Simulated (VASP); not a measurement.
# Si (Fddd) in VASP: further runs, part 2 of 2

VASP 6.6.1. Earlier steps stand in the parts before.

## 4. Single point, LDA

Contents of INCAR:

```
SYSTEM = Si
PREC = Accurate
ENCUT = 520
EDIFF = 1E-6
ISMEAR = 0
SIGMA = 0.05
LREAL = .False.
LASPH = .True.
NELM = 100
ALGO = Normal
ISIF = 2
LWAVE = .False.
LCHARG = .False.
GGA = CA
NBANDS = 11
```

Contents of KPOINTS:

```
regular mesh
0
Gamma
  12 12 12
  0 0 0
```

Contents of POSCAR:

```
Si
1.0
    0.0000000000      3.0181428165      2.5117430150
    2.5725109912      0.0000000000      2.5117430150
    2.5725109912      3.0181428165      0.0000000000
Si
2
Direct
    0.5000000000      0.5000000000      0.5000000000
    0.7500000000      0.7500000000      0.7500000000
```

Potentials or basis: VASP PAW LDA potentials, release 64 (Si).

The run is started by

```
cat potpaw_LDA.64/Si/POTCAR > POTCAR
mpirun -np 1 vasp_std > vasp.out
```

OUTCAR:

```text
SYSTEM = Si
   PREC = Accurate
   ENCUT = 520
   EDIFF = 1E-6
   ISMEAR = 0
   LREAL = .False.
   LASPH = .True.
   NELM = 100
   ISIF = 2
   GGA = CA

 ion  position               nearest neighbor table
   1  0.500  0.500  0.500-   2 2.35   2 2.35   2 2.35   2 2.35
   2  0.750  0.750  0.750-   1 2.35   1 2.35   1 2.35   1 2.35

  LATTYP: Found a face centered orthorhombic cell.
 ALAT       =     5.0234860300
 B/A-ratio  =     1.0241935484
 C/A-ratio  =     1.2016129033

  Lattice vectors:

 A1 = (   2.5725109912,   3.0181428165,   0.0000000000)
 A2 = (   0.0000000000,   3.0181428165,   2.5117430150)
 A3 = (   2.5725109912,   0.0000000000,   2.5117430150)

Analysis of symmetry for initial positions (statically):
=====================================================================
 Subroutine PRICEL returns:
 Original cell was already a primitive cell.

 Routine SETGRP: Setting up the symmetry group for a
 face centered orthorhombic supercell.

 Subroutine GETGRP returns: Found  8 space group operations
 (whereof  4 operations were pure point group operations)
 out of a pool of  8 trial point group operations.

The static configuration has the point symmetry D_2 .
 The point group associated with its full space group is D_2h.

Analysis of symmetry for dynamics (positions and initial velocities):
=====================================================================
 Subroutine PRICEL returns:
 Original cell was already a primitive cell.

 Routine SETGRP: Setting up the symmetry group for a
 face centered orthorhombic supercell.

 Subroutine GETGRP returns: Found  8 space group operations
 (whereof  4 operations were pure point group operations)
 out of a pool of  8 trial point group operations.

The dynamic configuration has the point symmetry D_2 .
 The point group associated with its full space group is D_2h.

 Subroutine INISYM returns: Found  8 space group operations
 (whereof  4 operations are pure point group operations),
 and found     1 'primitive' translations
[... 121 lines left out ...]
   LHFCALC =     F    Hartree Fock is set to
   AEXX    =    0.0000 exact exchange contribution
   IVDW    =     0    specifies the selected vdW correction
   LEPSILON=     F    determine dielectric tensor
   LRPA    =     F    only Hartree local field effects (RPA)
 non-spin polarized calculation
 Gauss-broadening in eV      SIGMA  =   0.05
  energy-cutoff  :      520.00
  volume of cell :       39.00
 maximum number of plane-waves:      1066
 NGX is ok and might be reduce to    30
   NGX = 15   NGY = 13   NGZ = 15

 number of electron       8.0000000 magnetization

 Free energy of the ion-electron system (eV)
  ---------------------------------------------------
  ext. energy  EPLUGINS =         0.00000000
  ---------------------------------------------------
  free energy    TOTEN  =       -11.64807348 eV

  energy without entropy =      -11.64787518  energy(sigma->0) =      -11.64797433

 E-fermi :   6.3358     XC(G=0):  -9.7330

 val. band max:        6.3348314482   @ k =   0.0000   0.5000   0.5000
 cond. band min:       6.3613778179   @ k =   0.0000   0.3333   0.3333
 fundamental gap:      0.0265463696
 Fermi energy:         6.3357859166

 k-point     1 :       0.0000    0.0000    0.0000
  band No.  band energies     occupation
      1      -6.0642      2.00000
      2       5.1000      2.00000
      3       6.5407      0.00000
      4       6.6452      0.00000
      5       8.5173      0.00000
      6       8.6112      0.00000
      7       8.9366      0.00000
      8       9.1200      0.00000
      9      12.4035      0.00000
     10      13.9171      0.00000
     11      14.6101      0.00000
[... 309 lines left out ...]
 k-point    24 :      -0.4167    0.1667    0.0000
  band No.  band energies     occupation
      1      -3.3613      2.00000
      2      -0.7014      2.00000
      3       3.1793      2.00000
      4       4.2476      2.00000
      5       7.4050      0.00000
      6       9.6644      0.00000
      7      11.5554      0.00000
      8      13.1826      0.00000
      9      13.8771      0.00000
     10      16.2006      0.00000
     11      18.2951      0.00000

 [... further k-points ...]

------------------------ aborting loop because EDIFF is reached ----------------------------------------

  FORCE on cell =-STRESS in cart. coord.  units (eV):
  Direction    XX          YY          ZZ          XY          YZ          ZX
  --------------------------------------------------------------------------------------
  -------------------------------------------------------------------------------------
  Total        1.6187561     -3.2876072      1.6554881      0.0000000      0.0000000      0.0000000
  in kB       66.4951185   -135.0480396     68.0039934      0.0000000      0.0000000      0.0000000
  external PRESSURE =      -0.1829759 kB  Pullay stress =       0.0000000 kB

 VOLUME and BASIS-vectors are now :
 -----------------------------------------------------------------------------
  energy-cutoff  :      520.00
  volume of cell :       39.00
      direct lattice vectors                 reciprocal lattice vectors
     0.000000000  3.018142817  2.511743015    -0.194362629  0.165664791  0.199064951
     2.572510991  0.000000000  2.511743015     0.194362629 -0.165664791  0.199064951
     2.572510991  3.018142817  0.000000000     0.194362629  0.165664791 -0.199064951

 POSITION                                       TOTAL-FORCE (eV/Angst)
 -----------------------------------------------------------------------------------
      2.57251      3.01814      2.51174         0.000000     -0.000000     -0.000000
      3.85877      4.52721      3.76761        -0.000000      0.000000      0.000000
 -----------------------------------------------------------------------------------
    total drift:                                0.000000     -0.000000     -0.000000

  FREE ENERGIE OF THE ION-ELECTRON SYSTEM (eV)
  ---------------------------------------------------
  free  energy   TOTEN  =       -11.6480734832 eV

  energy  without entropy=      -11.6478751844  energy(sigma->0) =      -11.64797433
```

stdout:

```text
POSCAR found type information on POSCAR Si
 POSCAR found :  1 types and       2 ions
 scaLAPACK will be used
 LDA part: xc-table for (Slater(with rela. corr.)+CA(PZ))
 , standard interpolation
 POSCAR, INCAR and KPOINTS ok, starting setup
 FFT: planning ... GRIDC
 FFT: planning ... GRID_SOFT
 FFT: planning ... GRID
 WAVECAR not read
 entering main loop
```

Run time: 52 s. Hardware: 1 thread of Intel Xeon 6975P-C (Granite Rapids), shared host; peak memory 0.2 GiB.

What came out:

```yaml
Free_energy: -11.6481 eV
Pressure: 0.0 GPa
Band_gap_on_the_k_mesh: zero (bands 4 and 5 overlap by 0.70 eV)
```

Levels at points of the mesh, in eV from the Fermi level:
| k point | band 2 | band 3 | band 4 | band 5 | band 6 | band 7 |
| --- | --- | --- | --- | --- | --- | --- |
| (0.00, 0.00, 0.00) | -1.24 | 0.20 | 0.31 | 2.18 | 2.28 | 2.60 |
| (0.50, 0.00, 0.00) | -7.36 | -2.37 | -0.52 | 0.32 | 3.36 | 3.84 |
| (0.50, 0.50, 0.00) | -7.70 | -3.62 | -3.62 | -0.19 | -0.19 | 8.13 |
| (0.50, 0.00, 0.50) | -8.84 | -2.20 | -2.20 | 1.28 | 1.28 | 9.77 |
| (0.00, 0.50, 0.50) | -7.84 | -3.43 | -3.43 | 0.00 | 0.00 | 7.88 |

Caveat: the cell differs from its parent crystal (strain +e along x and -e along y -0.0825, strain +e along z and -e/2 along x and y -0.0700); semilocal functionals underestimate gaps, so a narrow gap can read as zero.

## 5. Single point, LDA

Contents of INCAR:

```
SYSTEM = Si
PREC = Accurate
ENCUT = 520
EDIFF = 1E-6
ISMEAR = 0
SIGMA = 0.05
LREAL = .False.
LASPH = .True.
NELM = 60
ALGO = Normal
ISIF = 2
LWAVE = .False.
LCHARG = .True.
GGA = CA
LELF = .True.
LVHAR = .True.
NBANDS = 11
```

Contents of KPOINTS:

```
Automatic mesh
0
Gamma
  12 12 12
  0 0 0
```

Contents of POSCAR:

```
Si
1.0
    0.0000000000      2.9269908522      2.8425908853
    2.3328150852      0.0000000000      2.8425908853
    2.3328150852      2.9269908522      0.0000000000
Si
2
Direct
    0.5000000000      0.5000000000      0.5000000000
    0.7500000000      0.7500000000      0.7500000000
```

The run is started by

```
cat potpaw_LDA.64/Si/POTCAR > POTCAR
mpirun -np 1 vasp_std > vasp.out
```

Wall time 47 s (1 thread of Intel Xeon 6975P-C (Granite Rapids), shared host); peak memory 0.2 GiB.

The run converged. Its results:

| Property | Result |
| --- | --- |
| Free energy | -11.6693 eV |
| Pressure | -0.6 GPa |
| Band gap on the k mesh | zero (bands 4 and 5 overlap by 1.64 eV) |

Stress tensor (GPa, compression positive):
```
 6.69  0.00  0.00
 0.00 -6.49  0.00
 0.00  0.00 -2.00
```

Levels at points of the mesh, in eV from the Fermi level:
| k point | band 2 | band 3 | band 4 | band 5 | band 6 | band 7 |
| --- | --- | --- | --- | --- | --- | --- |
| (0.00, 0.00, 0.00) | -0.46 | -0.13 | 0.92 | 2.33 | 3.08 | 3.16 |
| (0.50, 0.00, 0.00) | -7.03 | -2.00 | -0.36 | 0.71 | 2.61 | 5.22 |
| (0.50, 0.50, 0.00) | -8.13 | -2.25 | -2.25 | 1.24 | 1.24 | 7.91 |
| (0.50, 0.00, 0.50) | -8.32 | -2.02 | -2.02 | 1.47 | 1.47 | 8.31 |
| (0.00, 0.50, 0.50) | -6.98 | -3.83 | -3.83 | -0.34 | -0.34 | 9.85 |

Caveat: the cell differs from its parent crystal (strain +e along x and -e along y -0.1100, strain +e along z and -e/2 along x and y +0.0525).

## 6. The runs side by side

```tsv
cell	gap on the mesh (eV)	pressure (GPa)
a = 4.064, b = 3.656, c = 3.776 Å, angles 66.3, 55.4, 58.3°, 2 atoms	none	-0.5
a = 4.044, b = 3.746, c = 3.699 Å, angles 65.8, 57.7, 56.5°, 2 atoms	none	-0.4
a = 3.927, b = 3.595, c = 3.966 Å, angles 62.3, 54.2, 63.5°, 2 atoms	none	0.0
a = 4.080, b = 3.677, c = 3.743 Å, angles 66.7, 55.9, 57.4°, 2 atoms	none	-0.6
```

Alike in all rows: task single point; level LDA; potentials or basis VASP PAW LDA potentials, release 64 (Si); no spin polarisation; k mesh 12 × 12 × 12; cutoff (eV) 520; smearing gaussian 0.05 eV.

Caveats: semilocal functionals underestimate gaps, so a narrow gap can read as zero (at least some runs).

Absolute energies hang on the potentials; compare differences alone.
